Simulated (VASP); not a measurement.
# Mg6NO6 in VASP: single point with PBE+D3(BJ)

Aim: the single point of Mg6NO6 with PBE+D3(BJ).

Program: VASP 6.6.1. These are calculated values, not measurements. Logs are shortened: lines on timing, memory, paths and dates and some standing lists are left out, and cuts for length are marked.

### 1 The cell of the first run

The cell holds a slab with vacuum, 26 atoms: a = 5.952 Å, b = 5.952 Å, c = 24.545 Å, α = 90.00°, β = 90.00°, γ = 120.00°.

### 2 Single point, PBE+D3(BJ)

Input file INCAR:

```
SYSTEM = Mg6NO6
PREC = Accurate ; ENCUT = 520
EDIFF = 1E-6 ; ISMEAR = 0
SIGMA = 0.05 ; LREAL = Auto
LASPH = .TRUE. ; NELM = 100
ALGO = Normal ; ISIF = 2
LWAVE = .FALSE. ; LCHARG = .FALSE.
LDIPOL = .TRUE. ; IDIPOL = 3
DIPOL = 0.5 0.5 0.306 ; GGA = PE
IVDW = 12 ; NBANDS = 72
```

Input file KPOINTS:

```
regular mesh
0
G
  6 6 1
  0 0 0
```

Input file POSCAR:

```
Mg6NO6
1.0
    5.9515779654      0.0000000000      0.0000000000
   -2.9757889827      5.1542177107      0.0000000000
    0.0000000000      0.0000000000     24.5450895495
O Mg N
12 12 2
Direct
    0.1666666667      0.3333333333      0.1629653863
    0.1666666667      0.8333333333      0.1629653863
    0.6666666667      0.3333333333      0.1629653863
    0.6666666667      0.8333333333      0.1629653863
    0.0000000000      0.0000000000      0.2619555132
    0.0000000000      0.5000000000      0.2619555132
    0.5000000000      0.0000000000      0.2619555132
    0.5000000000      0.5000000000      0.2619555132
    0.3333333333      0.1666666667      0.3629884506
    0.3333333333      0.6666666667      0.3629884506
    0.8333333333      0.1666666667      0.3629884506
    0.8333333333      0.6666666667      0.3629884506
    0.3333333333      0.1666666667      0.2124604498
    0.3333333333      0.6666666667      0.2124604498
    0.8333333333      0.1666666667      0.2124604498
    0.8333333333      0.6666666667      0.2124604498
    0.1666666667      0.3333333333      0.3075949074
    0.1666666667      0.8333333333      0.3075949074
    0.6666666667      0.3333333333      0.3075949074
    0.6666666667      0.8333333333      0.3075949074
    0.0000000000      0.0000000000      0.4092504747
    0.0000000000      0.5000000000      0.4092504747
    0.5000000000      0.0000000000      0.4092504747
    0.5000000000      0.5000000000      0.4092504747
    0.0000000000      0.0000000000      0.5274003798
    0.0000000000      0.0000000000      0.5722158610
```

Potentials or basis: VASP PAW PBE potentials, release 64 (O, Mg, N).

Started as:

```sh
$ cat potpaw_PBE.64/O/POTCAR potpaw_PBE.64/Mg/POTCAR potpaw_PBE.64/N/POTCAR > POTCAR
$ mpirun -np 1 vasp_std > vasp.out
```

OUTCAR:

```text
SYSTEM = Mg6NO6
   PREC = Accurate
   ENCUT = 520
   EDIFF = 1E-6
   ISMEAR = 0
   LREAL = Auto
   LASPH = .TRUE.
   NELM = 100
   ISIF = 2
   GGA = PE
   IVDW = 12
 IVDW          = 12

 ion  position               nearest neighbor table
   1  0.167  0.333  0.163-  13 2.10  15 2.10  14 2.10
   2  0.167  0.833  0.163-  14 2.10  16 2.10  13 2.10
   3  0.667  0.333  0.163-  15 2.10  13 2.10  16 2.10
   4  0.667  0.833  0.163-  16 2.10  14 2.10  15 2.10
   5  0.000  0.000  0.262-  20 2.05  17 2.05  18 2.05  13 2.10  16 2.10  15 2.10
   6  0.000  0.500  0.262-  19 2.05  18 2.05  17 2.05  14 2.10  15 2.10  16 2.10
   7  0.500  0.000  0.262-  18 2.05  19 2.05  20 2.05  15 2.10  14 2.10  13 2.10
   8  0.500  0.500  0.262-  17 2.05  20 2.05  19 2.05  16 2.10  13 2.10  14 2.10
   9  0.333  0.167  0.363-  21 2.06  24 2.06  23 2.06  17 2.19  19 2.19  18 2.19
  10  0.333  0.667  0.363-  22 2.06  23 2.06  24 2.06  18 2.19  20 2.19  17 2.19
  11  0.833  0.167  0.363-  23 2.06  22 2.06  21 2.06  19 2.19  17 2.19  20 2.19
  12  0.833  0.667  0.363-  24 2.06  21 2.06  22 2.06  20 2.19  18 2.19  19 2.19
  13  0.333  0.167  0.212-   5 2.10   8 2.10   7 2.10   1 2.10   3 2.10   2 2.10  17 2.90  19 2.90
                            18 2.90  15 2.98  15 2.98  14 2.98  14 2.98  16 2.98  16 2.98
  14  0.333  0.667  0.212-   6 2.10   7 2.10   8 2.10   2 2.10   4 2.10   1 2.10  18 2.90  20 2.90
                            17 2.90  16 2.98  16 2.98  15 2.98  13 2.98  13 2.98  15 2.98
  15  0.833  0.167  0.212-   7 2.10   6 2.10   5 2.10   3 2.10   1 2.10   4 2.10  19 2.90  17 2.90
[... 4 lines left out ...]
                            14 2.90  19 2.98  19 2.98  20 2.98  18 2.98  18 2.98  20 2.98  24 3.03
  18  0.167  0.833  0.308-   7 2.05   6 2.05   5 2.05  10 2.19  12 2.19   9 2.19  14 2.90  16 2.90
                            13 2.90  20 2.98  20 2.98  17 2.98  17 2.98  19 2.98  19 2.98  23 3.03
  19  0.667  0.333  0.308-   6 2.05   7 2.05   8 2.05  11 2.19   9 2.19  12 2.19  15 2.90  13 2.90
                            16 2.90  17 2.98  17 2.98  20 2.98  20 2.98  18 2.98  18 2.98  22 3.03
  20  0.667  0.833  0.308-   5 2.05   8 2.05   7 2.05  12 2.19  10 2.19  11 2.19  16 2.90  14 2.90
                            15 2.90  18 2.98  18 2.98  19 2.98  19 2.98  17 2.98  17 2.98  21 3.03
  21  0.000  0.000  0.409-   9 2.06  12 2.06  11 2.06  23 2.98  23 2.98  24 2.98  22 2.98  22 2.98
                            24 2.98  20 3.03  17 3.03  18 3.03
  22  0.000  0.500  0.409-  10 2.06  11 2.06  12 2.06  24 2.98  24 2.98  21 2.98  21 2.98  23 2.98
                            23 2.98  19 3.03  18 3.03  17 3.03
  23  0.500  0.000  0.409-  11 2.06  10 2.06   9 2.06  21 2.98  21 2.98  24 2.98  24 2.98  22 2.98
                            22 2.98  18 3.03  19 3.03  20 3.03
  24  0.500  0.500  0.409-  12 2.06   9 2.06  10 2.06  22 2.98  22 2.98  23 2.98  23 2.98  21 2.98
                            21 2.98  17 3.03  20 3.03  19 3.03
  25  0.000  0.000  0.527-  26 1.10
  26  0.000  0.000  0.572-  25 1.10

  LATTYP: Found a hexagonal cell.
 ALAT       =     5.9515779654
 C/A-ratio  =     4.1241313971

  Lattice vectors:

 A1 = (   5.9515779654,   0.0000000000,   0.0000000000)
 A2 = (  -2.9757889827,   5.1542177107,   0.0000000000)
 A3 = (   0.0000000000,   0.0000000000,  24.5450895495)

Analysis of symmetry for initial positions (statically):
=====================================================================
 Subroutine PRICEL returns:
 Original cell was already a primitive cell.

 Routine SETGRP: Setting up the symmetry group for a
 hexagonal supercell.

 Subroutine GETGRP returns: Found  6 space group operations
 (whereof  6 operations were pure point group operations)
 out of a pool of 24 trial point group operations.

The static configuration has the point symmetry C_3v.

Analysis of symmetry for dynamics (positions and initial velocities):
=====================================================================
 Subroutine PRICEL returns:
 Original cell was already a primitive cell.

 Routine SETGRP: Setting up the symmetry group for a
 hexagonal supercell.

 Subroutine GETGRP returns: Found  6 space group operations
 (whereof  6 operations were pure point group operations)
 out of a pool of 24 trial point group operations.

The dynamic configuration has the point symmetry C_3v.

 Subroutine INISYM returns: Found  6 space group operations
 (whereof  6 operations are pure point group operations),
 and found     1 'primitive' translations

----------------------------------------------------------------------------------------

                                     Primitive cell

  volume of cell :     752.9385

  direct lattice vectors                    reciprocal lattice vectors
     5.951577965  0.000000000  0.000000000     0.168022667  0.097007932  0.000000000
    -2.975788983  5.154217711  0.000000000     0.000000000  0.194015864  0.000000000
[... 85 lines left out ...]

 Found      7 irreducible k-points:

 Following reciprocal coordinates:
            Coordinates               Weight
  0.000000  0.000000  0.000000      1.000000
  0.166667  0.000000  0.000000      6.000000
  0.333333  0.000000  0.000000      6.000000
  0.500000  0.000000  0.000000      3.000000
  0.166667  0.166667  0.000000      6.000000
  0.333333  0.166667  0.000000     12.000000
  0.333333  0.333333  0.000000      2.000000
   k-points           NKPTS =      7   k-points in BZ     NKDIM =      7   number of bands    NBANDS=     72
   number of dos      NEDOS =    301   number of ions     NIONS =     26
   total plane-waves  NPLWV = 442368
   dimension x,y,z NGX =    48 NGY =   48 NGZ =  192
   dimension x,y,z NGXF=    96 NGYF=   96 NGZF=  384
   ions per type =              12  12   2
   NGX,Y,Z   is equivalent  to a cutoff of  13.41, 13.41, 13.00 a.u.
   NGXF,Y,Z  is equivalent  to a cutoff of  26.82, 26.82, 26.01 a.u.
 SYSTEM =  Mg6NO6
   PREC   = accura    normal or accurate (medium, high low for compatibility)
   ISTART =      0    job   : 0-new  1-cont  2-samecut
   ICHARG =      2    charge: 1-file 2-atom 10-const
   ISPIN  =      1    spin polarized calculation?
   LNONCOLLINEAR =      F non collinear calculations
   LSORBIT =      F    spin-orbit coupling
   LASPH  =      T    aspherical Exc in radial PAW
   ENCUT  =  520.0 eV  38.22 Ry    6.18 a.u.  11.07 11.07 45.64*2*pi/ulx,y,z
   NELM   =    100;   NELMIN=  2; NELMDL= -5     # of ELM steps
   EDIFF  = 0.1E-05   stopping-criterion for ELM
   LREAL  =      T    real-space projection
   EDIFFG = 0.1E-04   stopping-criterion for IOM
   NSW    =      0    number of steps for IOM
   IBRION =     -1    ionic relax: 0-MD 1-quasi-New 2-CG
   NFREE  =      0    steps in history (QN), initial steepest desc. (CG)
   ISIF   =      2    stress and relaxation
   ISYM   =      2    0-nonsym 1-usesym 2-fastsym
   POTIM  = 0.5000    time-step for ionic-motion
   TEBEG  =    0.0;   TEEND  =   0.0 temperature during run
   PSTRESS=    0.0 pullay stress
   NELECT =     106.0000    total number of electrons
   NUPDOWN=      -1.0000    fix difference up-down
   EMIN   =  10.00;   EMAX   =-10.00  energy-range for DOS
   EFERMI =   0.00;   METHOD = LEGACY
   ISMEAR =     0;   SIGMA  =   0.05  broadening in eV -4-tet -1-fermi 0-gaus
   EFERMI_NEDOS =   21; number of points for ismear=-14 and -15
   IALGO  =     38    algorithm
   IMIX   =      4    mixing-type and parameters
     AMIX     =   0.40;   BMIX     =  1.00
     AMIX_MAG =   1.60;   BMIX_MAG =  1.00
  volume/ion in A,a.u.               =      28.96       195.43
  Fermi-wavevector in a.u.,A,eV,Ry     =   0.851642  1.609370  9.868220  0.725294
  Thomas-Fermi vector in A             =   1.967806
   LORBIT       =      0    0 simple, 1 ext, 2 COOP (PROOUT), +10 PAW based schemes
   GGA     = PE    functional components
   LHFCALC =     F    Hartree Fock is set to
   AEXX    =    0.0000 exact exchange contribution
   IVDW    =    12    specifies the selected vdW correction
   LEPSILON=     F    determine dielectric tensor
   LRPA    =     F    only Hartree local field effects (RPA)
 non-spin polarized calculation
 Gauss-broadening in eV      SIGMA  =   0.05
  energy-cutoff  :      520.00
  volume of cell :      752.94
 maximum number of plane-waves:     20320
 NGX is ok and might be reduce to    48
   NGX = 23   NGY = 23   NGZ = 91

 dipolmoment           0.000000      0.000000      0.198663 electrons x Angstroem

 number of electron     105.9999994 magnetization

 dipolmoment           0.000000      0.000000     -0.997316 electrons x Angstroem

 Free energy of the ion-electron system (eV)
  ---------------------------------------------------
  ext. energy  EPLUGINS =         0.00000000
  ---------------------------------------------------
  free energy    TOTEN  =      -137.71373048 eV

  energy without entropy =     -137.69709112  energy(sigma->0) =     -137.70541080

 E-fermi :  -3.0327     XC(G=0):  -4.5423

 val. band max:       -3.0651978597   @ k =   0.1667   0.0000   0.0000
 cond. band min:      -3.0096703200   @ k =   0.3333   0.1667   0.0000
 fundamental gap:      0.0555275398
 Fermi energy:        -3.0326933980

 k-point     1 :       0.0000    0.0000    0.0000
  band No.  band energies     occupation
      1     -27.4979      2.00000
      2     -22.9970      2.00000
      3     -22.1313      2.00000
      4     -22.1313      2.00000
      5     -22.0698      2.00000
      6     -21.8656      2.00000
[... 465 lines left out ...]
     64       2.6286      0.00000
     65       2.7131      0.00000
 [bands above 65 left out]

------------------------ aborting loop because EDIFF is reached ----------------------------------------

 vacuum level on the upper side and lower side of the slab       (xc-potential included)        -3.053         2.712

 Edisp (eV)   -5.13159

 E8    (eV) :    -2.0762

  FORCE on cell =-STRESS in cart. coord.  units (eV):
  Direction    XX          YY          ZZ          XY          YZ          ZX
  --------------------------------------------------------------------------------------
  -------------------------------------------------------------------------------------
  Total       2.16660     2.16660     2.91269     0.00000     0.00000     0.00000
  in kB       4.61030     4.61030     6.19792     0.00000     0.00000     0.00000
  external pressure =        5.14 kB  Pullay stress =        0.00 kB

 VOLUME and BASIS-vectors are now :
 -----------------------------------------------------------------------------
  energy-cutoff  :      520.00
  volume of cell :      752.94
      direct lattice vectors                 reciprocal lattice vectors
     5.951577965  0.000000000  0.000000000     0.168022667  0.097007932  0.000000000
    -2.975788983  5.154217711  0.000000000     0.000000000  0.194015864  0.000000000
     0.000000000  0.000000000 24.545089549     0.000000000  0.000000000  0.040741347

 POSITION                                       TOTAL-FORCE (eV/Angst)
 -----------------------------------------------------------------------------------
      0.00000      1.71807      4.00000        -0.000000      0.000728      1.299718
     -1.48789      4.29518      4.00000         0.000630     -0.000364      1.299718
      2.97579      1.71807      4.00000        -0.000000     -0.000000      1.295574
      1.48789      4.29518      4.00000        -0.000630     -0.000364      1.299718
      0.00000      0.00000      6.42972        -0.000000     -0.000000      1.447293
     -1.48789      2.57711      6.42972        -0.009823     -0.005671      1.449279
[... 18 lines left out ...]
      0.00000      0.00000     12.94509        -0.000000     -0.000000     -2.259654
      0.00000      0.00000     14.04509        -0.000000     -0.000000      2.457738
 -----------------------------------------------------------------------------------
    total drift:                               -0.000000      0.000001     -0.004459

  FREE ENERGIE OF THE ION-ELECTRON SYSTEM (eV)
  ---------------------------------------------------
  free  energy   TOTEN  =      -142.8453166084 eV

  energy  without entropy=     -142.8286772445  energy(sigma->0) =     -142.83699693

 vacuum level on the upper side and lower side of the slab         1.017         6.904
```

Run time: 25 min. Hardware: 1 thread of Intel Xeon Platinum 8259CL at 2.50GHz (Skylake/Cascade Lake), shared host; peak memory 0.99 GiB.

Results:

| Quantity | Value |
| --- | --- |
| Free energy | -142.8453 eV |
| Largest force | 2.717 eV/Å |
| Band gap on the k mesh | zero (bands 53 and 54 overlap by 0.50 eV) |
| Dispersion energy per atom | -0.197 eV |

Forces in eV/Å, atoms in the order of the input:
```
O    0.000  0.001  1.300
O    0.001  0.000  1.300
O    0.000  0.000  1.296
O   -0.001  0.000  1.300
O    0.000  0.000  1.447
O   -0.010 -0.006  1.449
O    0.000  0.011  1.449
O    0.010 -0.006  1.449
O   -0.075 -0.043  0.036
O    0.000  0.000 -0.120
O    0.075 -0.043  0.036
O    0.000  0.086  0.036
Mg   0.001  0.001 -2.717
Mg   0.000  0.000 -2.716
Mg  -0.001  0.001 -2.717
Mg   0.000 -0.001 -2.717
Mg   0.000  0.026  0.020
Mg   0.023 -0.013  0.020
Mg   0.000  0.000 -0.001
Mg  -0.023 -0.013  0.020
Mg   0.000  0.000 -0.169
Mg   0.013  0.007 -0.066
Mg   0.000 -0.015 -0.066
Mg  -0.013  0.007 -0.066
N    0.000  0.000 -2.260
N    0.000  0.000  2.458
```

Caveat: the standard files for N, O and F lose accuracy on very short bonds.

The gap in the log of VASP goes by the Fermi energy; the results here count the filled bands.